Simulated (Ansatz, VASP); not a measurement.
# One calculation of C, two programs

```
C
1.0
     2.12732   -1.22828    0.00000
     2.12732    1.22828    0.00000
    -1.37907    0.00000    3.50283
C
2
Direct
  0.83336 0.83336 0.00009
  0.16664 0.16664 0.99991
```

Alike in both runs: task single point; functional PBEsol; k mesh 16 × 16 × 10; occupations fermi-dirac, width 0.1 eV; no spin polarisation.

|  | VASP | Ansatz |
| --- | --- | --- |
| version | VASP 6.6.1 | Ansatz 0.2.0 |
| potentials or method | VASP PAW PBE potentials, release 64 (C), cutoff 520 eV | plane waves, PAW |
| valence electrons in the cell | 8 | 8 |

```tsv
	VASP	Ansatz	Ansatz less VASP
pressure (GPa)	1.5	0.9	-0.63
traceless stress, the component that is largest in VASP (GPa)	-1.13	-0.41	+0.719
```

VASP's potentials were made for PBE, not for PBEsol.
